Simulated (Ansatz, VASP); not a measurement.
## HfN: VASP beside Ansatz

The input INCAR:

```
PREC = Accurate ; ENCUT = 520
EDIFF = 1E-6 ; ISMEAR = 0
SIGMA = 0.15 ; LREAL = False
LASPH = True ; NELM = 80
ALGO = Normal ; ISIF = 2
LWAVE = False ; LCHARG = True
GGA = PS ; LELF = True
LVHAR = True ; NBANDS = 14
```

The input KPOINTS:

```
Automatic mesh
0
Gamma
  18 18 18
```

The input POSCAR:

```
HfN
1.0
    0.0000000000      2.2025250000      2.2590000000
    2.2025250000      0.0000000000      2.2590000000
    2.2025250000      2.2025250000      0.0000000000
Hf N
1 1
Direct
    0.0000000000      0.0000000000      0.0000000000
    0.5000000000      0.5000000000      0.5000000000
```

Input for Ansatz:

```yaml
crystal:
  lattice:
    - [0.0, 2.202525, 2.259]
    - [2.202525, 0.0, 2.259]
    - [2.202525, 2.202525, 0.0]
  atoms:
    - { symbol: Hf, position: [0.0, 0.0, 0.0] }
    - { symbol: "N", position: [0.5, 0.5, 0.5] }
basis:
  ecutwfc: 420
kpoints:
  mp_grid: { grid: [18, 18, 18] }
hamiltonian:
  xc: pbesol
scf:
  occupations: { method: gaussian, width: 0.15 }
output:
  forces: true
  stress: true
  eigenvalues: true
  write_density: true
  write_potential: true
  elf: true
  volumetric_format: npy
```

Change from the starting cell: strain -0.025 along x and y, +0.000 along z, atoms carried along.

Alike in both runs: task single point; functional PBEsol; k mesh 18 × 18 × 18; occupations gaussian, width 0.15 eV; no spin polarisation.

|  | VASP | Ansatz |
| --- | --- | --- |
| version | VASP 6.6.1 | Ansatz 0.2.0 |
| potentials or method | VASP PAW PBE potentials, release 64 (Hf_pv, N), cutoff 520 eV | scalar-relativistic, plane waves, PAW |
| valence electrons in the cell | 15 | 31 |

Ansatz gave:

```
gap on the k mesh at the Fermi level (eV)                     : none
pressure (GPa)                                                : 12.7
traceless stress, the component that is largest in VASP (GPa) : -9.98
```

Problem. Which values does VASP return?

Solution. gap on the k mesh at the Fermi level (eV): none; pressure (GPa): 10.5; traceless stress, the component that is largest in VASP (GPa): -9.96.

VASP's potentials were made for PBE, not for PBEsol. A gap of «none» marks a metal or a gap that the smearing closes. With one functional, cell and mesh, what is left measures potentials, basis and numerics. VASP's potentials hold 15 valence electrons a cell and Ansatz's 31, so a difference there can come from the potentials and not from the codes.

Neither program's run includes spin-orbit coupling.
